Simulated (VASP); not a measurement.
# Re in VASP: notebook

Runs on Re. Level: PBE. Tasks: single point.

Everything below comes from runs of VASP 6.6.1. Logs are shortened: lines on timing, memory, paths and dates and some standing lists are left out, and cuts for length are marked.

### Step 1. The cell of the first run

The cell holds a slab with vacuum, 6 atoms: a = 2.775 Å, b = 2.775 Å, c = 26.211 Å, α = 90.00°, β = 90.00°, γ = 120.00°.

### Step 2. Single point, PBE

Contents of INCAR:

```
SYSTEM = Re
ALGO = Normal
DIPOL = 0.5 0.5 0.500
EDIFF = 1E-6
ENCUT = 520
GGA = PE
IDIPOL = 3
ISIF = 2
ISMEAR = 0
LASPH = .TRUE.
LCHARG = .FALSE.
LDIPOL = .TRUE.
LREAL = .FALSE.
LWAVE = .FALSE.
NBANDS = 30
NELM = 100
PREC = Accurate
SIGMA = 0.1
```

Contents of KPOINTS:

```
k-points
0
G
  15 15 1
  0 0 0
```

Contents of POSCAR:

```
Re
1.0
    2.7748241522      0.0000000000      0.0000000000
   -1.3874120761      2.4030682069      0.0000000000
    0.0000000000      0.0000000000     26.2105595253
Re
6
Direct
    0.6666666667      0.3333333333      0.2861442158
    0.3333333333      0.6666666667      0.3716865295
    0.6666666667      0.3333333333      0.4572288432
    0.3333333333      0.6666666667      0.5427711568
    0.6666666667      0.3333333333      0.6283134705
    0.3333333333      0.6666666667      0.7138557842
```

Potentials or basis: VASP PAW PBE potentials, release 64 (Re).

Launch:

```console
$ cat potpaw_PBE.64/Re/POTCAR > POTCAR
$ mpirun -np 1 vasp_std > vasp.out
```

OUTCAR:

```text
SYSTEM = Re
   EDIFF = 1E-6
   ENCUT = 520
   GGA = PE
   ISIF = 2
   ISMEAR = 0
   LASPH = .TRUE.
   LREAL = .FALSE.
   NELM = 100
   PREC = Accurate

 ion  position               nearest neighbor table
   1  0.667  0.333  0.286-   2 2.76   2 2.76   2 2.76
   2  0.333  0.667  0.372-   3 2.76   1 2.76   3 2.76   1 2.76   3 2.76   1 2.76
   3  0.667  0.333  0.457-   4 2.76   4 2.76   4 2.76   2 2.76   2 2.76   2 2.76
   4  0.333  0.667  0.543-   3 2.76   3 2.76   3 2.76   5 2.76   5 2.76   5 2.76
   5  0.667  0.333  0.628-   4 2.76   6 2.76   4 2.76   6 2.76   4 2.76   6 2.76
   6  0.333  0.667  0.714-   5 2.76   5 2.76   5 2.76

  LATTYP: Found a hexagonal cell.
 ALAT       =     2.7748241522
 C/A-ratio  =     9.4458452456

  Lattice vectors:

 A1 = (   2.7748241522,   0.0000000000,   0.0000000000)
 A2 = (  -1.3874120761,   2.4030682069,   0.0000000000)
 A3 = (   0.0000000000,   0.0000000000,  26.2105595253)

Analysis of symmetry for initial positions (statically):
=====================================================================
 Subroutine PRICEL returns:
 Original cell was already a primitive cell.

 Routine SETGRP: Setting up the symmetry group for a
 hexagonal supercell.

 Subroutine GETGRP returns: Found 12 space group operations
 (whereof 12 operations were pure point group operations)
 out of a pool of 24 trial point group operations.

The static configuration has the point symmetry D_3d.

Analysis of symmetry for dynamics (positions and initial velocities):
=====================================================================
 Subroutine PRICEL returns:
 Original cell was already a primitive cell.

 Routine SETGRP: Setting up the symmetry group for a
 hexagonal supercell.

 Subroutine GETGRP returns: Found 12 space group operations
 (whereof 12 operations were pure point group operations)
 out of a pool of 24 trial point group operations.

The dynamic configuration has the point symmetry D_3d.

 Subroutine INISYM returns: Found 12 space group operations
 (whereof 12 operations are pure point group operations),
 and found     1 'primitive' translations

----------------------------------------------------------------------------------------

                                     Primitive cell

  volume of cell :     174.7744

[... 104 lines left out ...]
   POTIM  = 0.5000    time-step for ionic-motion
   TEBEG  =    0.0;   TEEND  =   0.0 temperature during run
   PSTRESS=    0.0 pullay stress
   NELECT =      42.0000    total number of electrons
   NUPDOWN=      -1.0000    fix difference up-down
   EMIN   =  10.00;   EMAX   =-10.00  energy-range for DOS
   EFERMI =   0.00;   METHOD = LEGACY
   ISMEAR =     0;   SIGMA  =   0.10  broadening in eV -4-tet -1-fermi 0-gaus
   EFERMI_NEDOS =   21; number of points for ismear=-14 and -15
   IALGO  =     38    algorithm
   IMIX   =      4    mixing-type and parameters
     AMIX     =   0.40;   BMIX     =  1.00
     AMIX_MAG =   1.60;   BMIX_MAG =  1.00
  volume/ion in A,a.u.               =      29.13       196.57
  Fermi-wavevector in a.u.,A,eV,Ry     =   1.017807  1.923376 14.094690  1.035930
  Thomas-Fermi vector in A             =   2.151229
   LORBIT       =      0    0 simple, 1 ext, 2 COOP (PROOUT), +10 PAW based schemes
   GGA     = PE    functional components
   LHFCALC =     F    Hartree Fock is set to
   AEXX    =    0.0000 exact exchange contribution
   IVDW    =     0    specifies the selected vdW correction
   LEPSILON=     F    determine dielectric tensor
   LRPA    =     F    only Hartree local field effects (RPA)
 non-spin polarized calculation
 Gauss-broadening in eV      SIGMA  =   0.10
  energy-cutoff  :      520.00
  volume of cell :      174.77
 maximum number of plane-waves:      4739
 NGX is ok and might be reduce to    24
   NGX = 11   NGY = 11   NGZ = 97

 dipolmoment           0.000000      0.000000      0.000000 electrons x Angstroem

 number of electron      41.9999998 magnetization

 dipolmoment           0.000000      0.000000     -0.000000 electrons x Angstroem

 Free energy of the ion-electron system (eV)
  ---------------------------------------------------
  ext. energy  EPLUGINS =         0.00000000
  ---------------------------------------------------
  free energy    TOTEN  =       -72.16857072 eV

  energy without entropy =      -72.13778681  energy(sigma->0) =      -72.15317876

 E-fermi :   1.5946     XC(G=0):  -7.8000

 val. band max:        1.5934797345   @ k =   0.3333   0.0667   0.0000
 cond. band min:       1.5964460356   @ k =   0.2000   0.0667   0.0000
 fundamental gap:      0.0029663011
 Fermi energy:         1.5945764708

 k-point     1 :       0.0000    0.0000    0.0000
  band No.  band energies     occupation
      1      -7.9195      2.00000
      2      -7.2053      2.00000
      3      -6.1469      2.00000
      4      -5.2505      2.00000
      5      -4.9054      2.00000
      6      -4.8907      2.00000
[... 781 lines left out ...]
     29       5.3206      0.00000
     30       5.3576      0.00000

 [... further k-points ...]

------------------------ aborting loop because EDIFF is reached ----------------------------------------

 vacuum level on the upper side and lower side of the slab       (xc-potential included)        -0.006        -0.006

  FORCE on cell =-STRESS in cart. coord.  units (eV):
  Direction    XX          YY          ZZ          XY          YZ          ZX
  --------------------------------------------------------------------------------------
  -------------------------------------------------------------------------------------
  Total       -5.3026865     -5.3026865     -5.1753392      0.0000000      0.0000000      0.0000000
  in kB      -48.6103425    -48.6103425    -47.4429350      0.0000000      0.0000000      0.0000000
  external PRESSURE =     -48.2212067 kB  Pullay stress =       0.0000000 kB

 VOLUME and BASIS-vectors are now :
 -----------------------------------------------------------------------------
  energy-cutoff  :      520.00
  volume of cell :      174.77
      direct lattice vectors                 reciprocal lattice vectors
     2.774824152  0.000000000  0.000000000     0.360383197  0.208067336  0.000000000
    -1.387412076  2.403068207  0.000000000     0.000000000  0.416134672  0.000000000
     0.000000000  0.000000000 26.210559525     0.000000000  0.000000000  0.038152562

 POSITION                                       TOTAL-FORCE (eV/Angst)
 -----------------------------------------------------------------------------------
      1.38741      0.80102      7.50000         0.000000     -0.000000      1.208538
     -0.00000      1.60205      9.74211        -0.000000      0.000000     -1.412686
      1.38741      0.80102     11.98422        -0.000000     -0.000000      0.458572
     -0.00000      1.60205     14.22634        -0.000000      0.000000     -0.458572
      1.38741      0.80102     16.46845         0.000000     -0.000000      1.412686
     -0.00000      1.60205     18.71056        -0.000000      0.000000     -1.208538
 -----------------------------------------------------------------------------------
    total drift:                                0.000000     -0.000000     -0.000000

  FREE ENERGIE OF THE ION-ELECTRON SYSTEM (eV)
  ---------------------------------------------------
  free  energy   TOTEN  =       -72.1685707226 eV

  energy  without entropy=      -72.1377868057  energy(sigma->0) =      -72.15317876

 vacuum level on the upper side and lower side of the slab         6.622         6.622
```

stdout:

```text
POSCAR found type information on POSCAR Re
 POSCAR found :  1 types and       6 ions
 scaLAPACK will be used
 LDA part: xc-table for (Slater+PW92), standard interpolation
 POSCAR, INCAR and KPOINTS ok, starting setup
 FFT: planning ... GRIDC
 FFT: planning ... GRID_SOFT
 FFT: planning ... GRID
 WAVECAR not read
 entering main loop
```

Run time: 8.8 min. Hardware: 1 thread of Intel Xeon Platinum 8259CL at 2.50GHz (Skylake/Cascade Lake), shared host; peak memory 0.38 GiB.

Results:

```yaml
Free_energy: -72.1686 eV
Largest_force: 1.413 eV/Å
Band_gap_on_the_k_mesh: zero (bands 21 and 22 overlap by 2.05 eV)
```

Forces in eV/Å, atoms in the order of the input:
```
Re   0.000  0.000  1.209
Re   0.000  0.000 -1.413
Re   0.000  0.000  0.459
Re   0.000  0.000 -0.459
Re   0.000  0.000  1.413
Re   0.000  0.000 -1.209
```

Levels at points of the mesh, in eV from the Fermi level:
```csv
k point,band 18,band 19,band 20,band 21,band 22,band 23,band 24,band 25
"(0.00, 0.00, 0.00)",-1.29,-1.16,-1.01,-1.01,-0.82,-0.82,-0.03,0.47
```

Caveat: spin-orbit coupling is left out, which moves the levels of the heavy elements.

### Step 3. Single point, PBE

Contents of INCAR:

```
SYSTEM = Re
ALGO = Normal
DIPOL = 0.5 0.5 0.500
EDIFF = 1E-7
ENCUT = 520
GGA = PE
IDIPOL = 3
ISIF = 2
ISMEAR = 0
LASPH = .True.
LCHARG = .False.
LDIPOL = .True.
LREAL = .False.
LWAVE = .False.
NBANDS = 30
NELM = 80
PREC = Accurate
SIGMA = 0.1
```

Contents of KPOINTS:

```
k-points
0
Gamma
  15 15 1
  0 0 0
```

Contents of POSCAR:

```
Re
1.0
    2.7748241522      0.0000000000      0.0000000000
   -1.3874120761      2.4030682069      0.0000000000
    0.0000000000      0.0000000000     26.2105595253
Re
6
Direct
    0.6666666667      0.3333333333      0.2895822053
    0.3333333333      0.6666666667      0.3696802603
    0.6666666667      0.3333333333      0.4587330779
    0.3333333333      0.6666666667      0.5412669207
    0.6666666667      0.3333333333      0.6303197408
    0.3333333333      0.6666666667      0.7104177951
```

Potentials or basis: VASP PAW PBE potentials, release 64 (Re).

Launch:

```console
$ cat potpaw_PBE.64/Re/POTCAR > POTCAR
$ mpirun -np 1 vasp_std > vasp.out
```

Run time: 7.4 min. Hardware: 1 thread of Intel Xeon Platinum 8259CL at 2.50GHz (Skylake/Cascade Lake), shared host; peak memory 0.37 GiB.

Results (log left out):

```yaml
Free_energy: -72.4148 eV
Largest_force: 0.065 eV/Å
Band_gap_on_the_k_mesh: zero (bands 21 and 22 overlap by 2.45 eV)
```

Forces on the atoms (eV/Å):
```
Re   0.000  0.000  0.065
Re   0.000  0.000 -0.061
Re   0.000  0.000  0.040
Re   0.000  0.000 -0.040
Re   0.000  0.000  0.061
Re   0.000  0.000 -0.065
```

Levels at points of the mesh, in eV from the Fermi level:
```csv
k point,band 17,band 18,band 19,band 20,band 21,band 22,band 23,band 24,band 25,band 26
"(0.00, 0.00, 0.00)",-1.33,-1.33,-1.06,-1.06,-0.99,-0.86,-0.86,0.29,0.65,0.65
```

Caveat: spin-orbit coupling is left out, which moves the levels of the heavy elements.

(Continued in part 2 of 2.)
